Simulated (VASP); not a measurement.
Wanted: the native input for a VASP 6.6.1 run.

```yaml
Task: single point
Functional: PBE
Potentials_or_basis: VASP PAW PBE potentials, release 64 (Ge_d, Pd)
Cutoff: 520 eV
k_mesh: 4 × 4 × 4
Occupations: gaussian, width 0.1 eV
Spin: no spin polarisation
Dipole_correction: no
Further_INCAR_settings: ALGO = Normal; EDIFF = 1e-06; NBANDS = 49
```

The structure of Ge5Pd lies in POSCAR:

```
Ge5Pd
1.0
    0.0000000000      4.6086457885      4.6086457885
    4.6086457885      0.0000000000      4.6086457885
    4.6086457885      4.6086457885      0.0000000000
Ge Pd
5 1
Direct
    0.5000000000      0.5000000000      0.5000000000
    0.6509053465      0.6509053465      0.6509053465
    0.6509053465      0.6509053465      0.0472839606
    0.6509053465      0.0472839606      0.6509053465
    0.0472839606      0.6509053465      0.6509053465
    0.0000000000      0.0000000000      0.0000000000
```

The cell was built from a structure type or drawn by symmetry, and may not be a known phase.

One way to write it, as run:

INCAR

```
PREC = Accurate
ENCUT = 520
EDIFF = 1E-6
ISMEAR = 0
SIGMA = 0.1
LREAL = False
LASPH = True
NELM = 80
ALGO = Normal
ISIF = 2
LWAVE = False
LCHARG = False
GGA = PE
NBANDS = 49
```

KPOINTS

```
Automatic mesh
0
Gamma
  4 4 4
```

Potentials or basis: VASP PAW PBE potentials, release 64 (Ge_d, Pd).

The run is started by

```sh
$ cat potpaw_PBE.64/Ge_d/POTCAR potpaw_PBE.64/Pd/POTCAR > POTCAR
$ mpirun -np 1 vasp_std > vasp.out
```

Results of the run:

The pressure is 0.0 GPa. The largest force is 0.006 eV/Å and the band gap on the k mesh is zero (bands 40 and 41 overlap by 0.15 eV).

Wall time 41 s on 1 thread of Intel(R) Xeon(R) 6975P-C (Granite Rapids), on a shared host, peak memory 0.34 GiB.
